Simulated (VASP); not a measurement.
A run of VASP 6.6.1 is set up as follows.

The input INCAR:

```
SYSTEM = AgI
ALGO     = Normal         ! electronic algorithm
EDIFF    = 1E-6           ! SCF threshold, eV
ENCUT    = 500            ! plane-wave cutoff, eV
GGA      = PE             ! functional
GGA_COMPAT= .FALSE.      
ISIF     = 2              ! what is computed and relaxed
ISMEAR   = 0              ! smearing method
LASPH    = .TRUE.         ! aspherical terms in the spheres
LCHARG   = .FALSE.        ! write CHGCAR
LMAXMIX  = 4              ! l up to which the mixer works
LORBIT   = 11             ! projections on sites
LORBMOM  = .TRUE.       
LREAL    = .FALSE.        ! projectors in reciprocal space
LSORBIT  = .TRUE.         ! spin-orbit coupling
LWAVE    = .FALSE.        ! write WAVECAR
MAGMOM   = 0 0 0 0 0 0 0 0 0 0 0 0 ! initial moments
NBANDS   = 50             ! bands
NELM     = 200            ! most SCF steps
PREC     = Accurate       ! precision mode
SIGMA    = 0.05           ! smearing width, eV
```

Contents of KPOINTS:

```
k-points
0
G
  6 6 4
  0 0 0
```

POSCAR

```
AgI
1.0
    4.5181024138     -0.0000000001      0.0000000000
   -2.2590512068      3.9127914673      0.0000000000
    0.0000000000      0.0000000000      7.4085016192
Ag I
2 2
Direct
    0.3333333333      0.6666666667      0.0000000000
    0.6666666667      0.3333333333      0.5000000000
    0.3333333333      0.6666666667      0.3750000000
    0.6666666667      0.3333333333      0.8750000000
```

Potentials or basis: VASP PAW PBE potentials, release 64 (Ag, I).

Command:

```sh
$ cat potpaw_PBE.64/Ag/POTCAR potpaw_PBE.64/I/POTCAR > POTCAR
$ mpirun -np 1 vasp_ncl > vasp.out
```

Predict the net moment.

0.00 μB per cell.

Predict the largest force.

0.029 eV/Å.

Estimate the pressure.

3.6 GPa.

Moments on the atoms (μB; x, y, z):
```
Ag  0.00 0.00 0.00
Ag  0.00 0.00 0.00
I   0.00 0.00 0.00
I   0.00 0.00 0.00
```

Caveat: the cell stands under pressure.
